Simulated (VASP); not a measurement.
# GaCu3 (Pm-3m) in VASP: notebook

GaCu3 is run at these levels: LDA; tasks: single point.

Everything below comes from runs of VASP 6.6.1. Logs are shortened: lines on timing, memory, paths and dates and some standing lists are left out, and cuts for length are marked.

## 1. The cell of the first run

Symmetry: Pm-3m, No. 221, cubic system. The conventional cell has a = 3.709 Å, b = 3.709 Å, c = 3.709 Å, α = 90.00°, β = 90.00°, γ = 90.00°. Within 3.5 Å of Ga (site symmetry m-3m) lie 12 Cu at 2.62 Å. Cu (site symmetry 4/mmm) has 4 Ga at 2.62 Å and 8 Cu at 2.62 Å within 3.5 Å.

## 2. Single point, LDA

INCAR reads:

```
ALGO = Normal
EDIFF = 1E-6
ENCUT = 600
GGA = CA
GGA_COMPAT = F
ISIF = 2
ISMEAR = 1
LASPH = T
LCHARG = F
LREAL = F
LWAVE = F
NBANDS = 31
NELM = 120
PREC = Accurate
SIGMA = 0.05
```

KPOINTS reads:

```
k-points
0
Gamma
  6 6 6
```

POSCAR reads:

```
GaCu3
1.0
    3.7090828662      0.0000000000      0.0000000000
    0.0000000000      3.7090828662      0.0000000000
    0.0000000000      0.0000000000      3.7090828662
Ga Cu
1 3
Direct
    0.0000000000      0.0000000000      0.0000000000
    0.5000000000      0.0000000000      0.5000000000
    0.5000000000      0.5000000000      0.0000000000
    0.0000000000      0.5000000000      0.5000000000
```

Potentials or basis: VASP PAW LDA potentials, release 64 (Ga_d, Cu).

On the command line:

```sh
> cat potpaw_LDA.64/Ga_d/POTCAR potpaw_LDA.64/Cu/POTCAR > POTCAR
> mpirun -np 1 vasp_std > vasp.out
```

OUTCAR:

```text
EDIFF = 1E-6
   ENCUT = 600
   GGA = CA
   ISIF = 2
   ISMEAR = 1
   LASPH = T
   LREAL = F
   NELM = 120
   PREC = Accurate

 ion  position               nearest neighbor table
   1  0.000  0.000  0.000-   2 2.62   3 2.62   4 2.62   2 2.62   4 2.62   3 2.62   4 2.62   4 2.62
                             2 2.62   3 2.62   2 2.62   3 2.62
   2  0.500  0.000  0.500-   1 2.62   3 2.62   4 2.62   1 2.62   3 2.62   3 2.62   4 2.62   3 2.62
                             1 2.62   4 2.62   1 2.62   4 2.62
   3  0.500  0.500  0.000-   1 2.62   2 2.62   4 2.62   2 2.62   4 2.62   1 2.62   2 2.62   2 2.62
                             1 2.62   4 2.62   4 2.62   1 2.62
   4  0.000  0.500  0.500-   1 2.62   2 2.62   3 2.62   1 2.62   3 2.62   1 2.62   2 2.62   1 2.62
                             2 2.62   3 2.62   3 2.62   2 2.62

  LATTYP: Found a simple cubic cell.
 ALAT       =     3.7090828662

  Lattice vectors:

 A1 = (   3.7090828662,   0.0000000000,   0.0000000000)
 A2 = (   0.0000000000,   3.7090828662,   0.0000000000)
 A3 = (   0.0000000000,   0.0000000000,   3.7090828662)

Analysis of symmetry for initial positions (statically):
=====================================================================
 Subroutine PRICEL returns:
 Original cell was already a primitive cell.

 Routine SETGRP: Setting up the symmetry group for a
 simple cubic supercell.

 Subroutine GETGRP returns: Found 48 space group operations
 (whereof 48 operations were pure point group operations)
 out of a pool of 48 trial point group operations.

The static configuration has the point symmetry O_h .

Analysis of symmetry for dynamics (positions and initial velocities):
=====================================================================
 Subroutine PRICEL returns:
 Original cell was already a primitive cell.

 Routine SETGRP: Setting up the symmetry group for a
 simple cubic supercell.

 Subroutine GETGRP returns: Found 48 space group operations
 (whereof 48 operations were pure point group operations)
 out of a pool of 48 trial point group operations.

The dynamic configuration has the point symmetry O_h .

 Subroutine INISYM returns: Found 48 space group operations
 (whereof 48 operations are pure point group operations),
 and found     1 'primitive' translations

----------------------------------------------------------------------------------------

                                     Primitive cell

  volume of cell :      51.0269

  direct lattice vectors                    reciprocal lattice vectors
     3.709082866  0.000000000  0.000000000     0.269608428  0.000000000  0.000000000
     0.000000000  3.709082866  0.000000000     0.000000000  0.269608428  0.000000000
     0.000000000  0.000000000  3.709082866     0.000000000  0.000000000  0.269608428

  length of vectors
     3.709082866  3.709082866  3.709082866     0.269608428  0.269608428  0.269608428

  position of ions in fractional coordinates (direct lattice)
     0.000000000  0.000000000  0.000000000
     0.500000000  0.000000000  0.500000000
     0.500000000  0.500000000  0.000000000
     0.000000000  0.500000000  0.500000000

  ion indices of the primitive-cell ions
   primitive index   ion index
                 1           1
                 2           2
                 3           3
                 4           4

----------------------------------------------------------------------------------------

 KPOINTS: k-points

Automatic generation of k-mesh.
 Grid dimensions read from file:
 generate k-points for:    6    6    6

 Generating k-lattice:

  Cartesian coordinates                     Fractional coordinates (reciprocal lattice)
     0.044934738  0.000000000  0.000000000     0.166666667  0.000000000  0.000000000
     0.000000000  0.044934738  0.000000000     0.000000000  0.166666667  0.000000000
     0.000000000  0.000000000  0.044934738     0.000000000  0.000000000  0.166666667

  Length of vectors
     0.044934738  0.044934738  0.044934738

  Shift w.r.t. Gamma in fractional coordinates (k-lattice)
     0.000000000  0.000000000  0.000000000

 Subroutine IBZKPT returns following result:
 ===========================================

 Found     20 irreducible k-points:

 Following reciprocal coordinates:
            Coordinates               Weight
  0.000000  0.000000  0.000000      1.000000
  0.166667  0.000000  0.000000      6.000000
  0.333333  0.000000  0.000000      6.000000
  0.500000  0.000000  0.000000      3.000000
  0.166667  0.166667  0.000000     12.000000
  0.333333  0.166667  0.000000     24.000000
[... 12 lines left out ...]
  0.500000  0.500000  0.333333      6.000000
  0.500000  0.500000  0.500000      1.000000
   k-points           NKPTS =     20   k-points in BZ     NKDIM =     20   number of bands    NBANDS=     31
   number of dos      NEDOS =    301   number of ions     NIONS =      4
   total plane-waves  NPLWV =  27000
   dimension x,y,z NGX =    30 NGY =   30 NGZ =   30
   dimension x,y,z NGXF=    60 NGYF=   60 NGZF=   60
   ions per type =               1   3
   NGX,Y,Z   is equivalent  to a cutoff of  13.45, 13.45, 13.45 a.u.
   NGXF,Y,Z  is equivalent  to a cutoff of  26.89, 26.89, 26.89 a.u.
 SYSTEM =  unknown system
   PREC   = accura    normal or accurate (medium, high low for compatibility)
   ISTART =      0    job   : 0-new  1-cont  2-samecut
   ICHARG =      2    charge: 1-file 2-atom 10-const
   ISPIN  =      1    spin polarized calculation?
   LNONCOLLINEAR =      F non collinear calculations
   LSORBIT =      F    spin-orbit coupling
   LASPH  =      T    aspherical Exc in radial PAW
   ENCUT  =  600.0 eV  44.10 Ry    6.64 a.u.   7.41  7.41  7.41*2*pi/ulx,y,z
   NELM   =    120;   NELMIN=  2; NELMDL= -5     # of ELM steps
   EDIFF  = 0.1E-05   stopping-criterion for ELM
   LREAL  =      F    real-space projection
   EDIFFG = 0.1E-04   stopping-criterion for IOM
   NSW    =      0    number of steps for IOM
   IBRION =     -1    ionic relax: 0-MD 1-quasi-New 2-CG
   NFREE  =      0    steps in history (QN), initial steepest desc. (CG)
   ISIF   =      2    stress and relaxation
   ISYM   =      2    0-nonsym 1-usesym 2-fastsym
   POTIM  = 0.5000    time-step for ionic-motion
   TEBEG  =    0.0;   TEEND  =   0.0 temperature during run
   PSTRESS=    0.0 pullay stress
   NELECT =      46.0000    total number of electrons
   NUPDOWN=      -1.0000    fix difference up-down
   EMIN   =  10.00;   EMAX   =-10.00  energy-range for DOS
   EFERMI =   0.00;   METHOD = LEGACY
   ISMEAR =     1;   SIGMA  =   0.05  broadening in eV -4-tet -1-fermi 0-gaus
   EFERMI_NEDOS =   21; number of points for ismear=-14 and -15
   IALGO  =     38    algorithm
   IMIX   =      4    mixing-type and parameters
     AMIX     =   0.40;   BMIX     =  1.00
     AMIX_MAG =   1.60;   BMIX_MAG =  1.00
  volume/ion in A,a.u.               =      12.76        86.09
  Fermi-wavevector in a.u.,A,eV,Ry     =   1.581470  2.988545 34.028807  2.501047
  Thomas-Fermi vector in A             =   2.681540
   LORBIT       =      0    0 simple, 1 ext, 2 COOP (PROOUT), +10 PAW based schemes
   GGA     = CA    functional components
   LHFCALC =     F    Hartree Fock is set to
   AEXX    =    0.0000 exact exchange contribution
   IVDW    =     0    specifies the selected vdW correction
   LEPSILON=     F    determine dielectric tensor
   LRPA    =     F    only Hartree local field effects (RPA)
 non-spin polarized calculation
 Methfessel and Paxton  Order N= 1 SIGMA  =   0.05
  energy-cutoff  :      600.00
  volume of cell :       51.03
 maximum number of plane-waves:      1743
 NGX is ok and might be reduce to    30
   NGX = 15   NGY = 15   NGZ = 15

 number of electron      46.0000044 magnetization

 Free energy of the ion-electron system (eV)
  ---------------------------------------------------
  ext. energy  EPLUGINS =         0.00000000
  ---------------------------------------------------
  free energy    TOTEN  =       -17.99605122 eV

  energy without entropy =      -17.99506303  energy(sigma->0) =      -17.99572183

 E-fermi :   7.5262     XC(G=0): -12.8838

 val. band max:        7.2799496044   @ k =   0.5000   0.3333   0.1667
 cond. band min:       7.5448076992   @ k =   0.3333   0.1667   0.0000
 fundamental gap:      0.2648580948
 Fermi energy:         7.5262298900

 k-point     1 :       0.0000    0.0000    0.0000
  band No.  band energies     occupation
      1      -7.6621      2.00000
      2      -7.6621      2.00000
      3      -7.6212      2.00000
      4      -7.6212      2.00000
      5      -7.6212      2.00000
      6      -3.3453      2.00000
[... 23 lines left out ...]
     30      17.2683      0.00000
     31      18.8525      0.00000

 k-point     2 :       0.1667    0.0000    0.0000
  band No.  band energies     occupation
      1      -7.6588      2.00000
      2      -7.6474      2.00000
      3      -7.6221      2.00000
      4      -7.6221      2.00000
      5      -7.6202      2.00000
      6      -3.0411      2.00000
[... 23 lines left out ...]
     30      16.2164      0.00000
     31      17.5667      0.00000

 k-point     3 :       0.3333    0.0000    0.0000
  band No.  band energies     occupation
      1      -7.6523      2.00000
      2      -7.6239      2.00000
      3      -7.6239      2.00000
      4      -7.6184      2.00000
      5      -7.6181      2.00000
      6      -2.1640      2.00000
[... 23 lines left out ...]
     30      15.6595      0.00000
     31      18.3557      0.00000

 k-point     4 :       0.5000    0.0000    0.0000
  band No.  band energies     occupation
      1      -7.6490      2.00000
      2      -7.6248      2.00000
      3      -7.6248      2.00000
      4      -7.6171      2.00000
      5      -7.6041      2.00000
      6      -1.2214      2.00000
[... 23 lines left out ...]
     30      14.6501      0.00000
     31      21.1324      0.00000

 k-point     5 :       0.1667    0.1667    0.0000
  band No.  band energies     occupation
      1      -7.6509      2.00000
      2      -7.6382      2.00000
      3      -7.6248      2.00000
      4      -7.6216      2.00000
      5      -7.6209      2.00000
      6      -2.7413      2.00000
[... 23 lines left out ...]
     30      17.1749      0.00000
     31      17.1992      0.00000
[... 406 lines left out ...]
     30      20.1841      0.00000
     31      20.1841      0.00000

 k-point    18 :       0.5000    0.3333    0.3333
  band No.  band energies     occupation
      1      -7.6526      2.00000
      2      -7.6521      2.00000
      3      -7.6447      2.00000
      4      -7.5896      2.00000
      5      -7.5757      2.00000
      6       0.2145      2.00000
[... 23 lines left out ...]
     30      20.8409      0.00000
     31      21.8350      0.00000

 k-point    19 :       0.5000    0.5000    0.3333
  band No.  band energies     occupation
      1      -7.6619      2.00000
      2      -7.6520      2.00000
      3      -7.6520      2.00000
      4      -7.5835      2.00000
      5      -7.5689      2.00000
      6       0.4173      2.00000
[... 23 lines left out ...]
     30      23.0415      0.00000
     31      23.0415      0.00000

 k-point    20 :       0.5000    0.5000    0.5000
  band No.  band energies     occupation
      1      -7.6616      2.00000
      2      -7.6616      2.00000
      3      -7.6616      2.00000
      4      -7.5702      2.00000
      5      -7.5702      2.00000
      6       0.4616      2.00000
[... 23 lines left out ...]
     30      24.1108      0.00000
     31      24.1108      0.00000

------------------------ aborting loop because EDIFF is reached ----------------------------------------

  FORCE on cell =-STRESS in cart. coord.  units (eV):
  Direction    XX          YY          ZZ          XY          YZ          ZX
  --------------------------------------------------------------------------------------
  -------------------------------------------------------------------------------------
  Total       -3.9345782     -3.9345782     -3.9345782     -0.0000000     -0.0000000     -0.0000000
  in kB     -123.5404423   -123.5404423   -123.5404423     -0.0000000     -0.0000000     -0.0000000
  external PRESSURE =    -123.5404423 kB  Pullay stress =       0.0000000 kB

 VOLUME and BASIS-vectors are now :
 -----------------------------------------------------------------------------
  energy-cutoff  :      600.00
  volume of cell :       51.03
      direct lattice vectors                 reciprocal lattice vectors
     3.709082866  0.000000000  0.000000000     0.269608428  0.000000000  0.000000000
     0.000000000  3.709082866  0.000000000     0.000000000  0.269608428  0.000000000
     0.000000000  0.000000000  3.709082866     0.000000000  0.000000000  0.269608428

 POSITION                                       TOTAL-FORCE (eV/Angst)
 -----------------------------------------------------------------------------------
      0.00000      0.00000      0.00000         0.000000      0.000000      0.000000
      1.85454      0.00000      1.85454         0.000000      0.000000      0.000000
      1.85454      1.85454      0.00000         0.000000      0.000000      0.000000
      0.00000      1.85454      1.85454         0.000000      0.000000      0.000000
 -----------------------------------------------------------------------------------
    total drift:                                0.000000      0.000000     -0.000000

  FREE ENERGIE OF THE ION-ELECTRON SYSTEM (eV)
  ---------------------------------------------------
  free  energy   TOTEN  =       -17.9960512222 eV

  energy  without entropy=      -17.9950630327  energy(sigma->0) =      -17.99572183
```

Wall time 18 s (1 thread of Intel Xeon 6975P-C (Granite Rapids), shared host); peak memory 0.16 GiB.

Results:

```yaml
Free_energy: -17.9961 eV
Pressure: -12.4 GPa
Band_gap_on_the_k_mesh: zero (band 23 reaches 10.81 eV, above the bottom of band 24 at 5.76 eV)
```

## 3. Single point, LDA

This run uses another cell than the first one, of 13.08 Å³/atom, 1.025 times its volume.

INCAR reads:

```
SYSTEM = GaCu3
PREC     = Accurate       ! precision mode
ENCUT    = 600            ! plane-wave cutoff, eV
EDIFF    = 1E-6           ! SCF threshold, eV
ISMEAR   = 1              ! smearing method
SIGMA    = 0.05           ! smearing width, eV
LREAL    = .FALSE.        ! projectors in reciprocal space
LASPH    = .TRUE.         ! aspherical terms in the spheres
NELM     = 120            ! most SCF steps
ALGO     = Normal         ! electronic algorithm
ISIF     = 2              ! what is computed and relaxed
LWAVE    = .FALSE.        ! write WAVECAR
LCHARG   = .TRUE.         ! write CHGCAR
GGA      = CA             ! functional
LELF     = .TRUE.         ! ELF
LVHAR    = .TRUE.       
NBANDS   = 31             ! bands
GGA_COMPAT= .FALSE.
```

KPOINTS reads:

```
Automatic mesh
0
G
  6 6 6
  0 0 0
```

POSCAR reads:

```
GaCu3
1.0
    3.7401226597      0.0000000000      0.0000000000
    0.0000000000      3.7401226597      0.0000000000
    0.0000000000      0.0000000000      3.7401226597
Ga Cu
1 3
Direct
    0.0000000000      0.0000000000      0.0000000000
    0.5000000000      0.0000000000      0.5000000000
    0.5000000000      0.5000000000      0.0000000000
    0.0000000000      0.5000000000      0.5000000000
```

Potentials or basis: VASP PAW LDA potentials, release 64 (Ga_d, Cu).

On the command line:

```sh
> cat potpaw_LDA.64/Ga_d/POTCAR potpaw_LDA.64/Cu/POTCAR > POTCAR
> mpirun -np 1 vasp_std > vasp.out
```

Wall time 20 s (1 thread of Intel Xeon 6975P-C (Granite Rapids), shared host); peak memory 0.16 GiB.

It converged, with:

```
Free energy            : -17.8868 eV
Pressure               : -14.7 GPa
Band gap on the k mesh : zero (band 23 reaches 10.45 eV, above the bottom of band 24 at 5.49 eV)
```

Levels at points of the mesh, in eV from the Fermi level:
```tsv
k point	band 19	band 20	band 21	band 22	band 23	band 24	band 25	band 26	band 27	band 28
(0.00, 0.00, 0.00)	-2.02	-2.02	-2.02	-0.39	-0.39	-0.39	3.02	4.73	4.73	9.60
(0.50, 0.00, 0.00)	-2.80	-2.74	-2.39	-2.02	3.23	3.23	4.07	4.38	4.38	5.70
(0.50, 0.50, 0.00)	-2.76	-2.63	-2.46	-2.34	-1.27	-1.27	5.46	6.24	7.21	7.21
(0.50, 0.50, 0.50)	-2.77	-2.77	-2.17	-2.17	-2.17	-1.19	-0.35	1.84	1.84	1.84
```
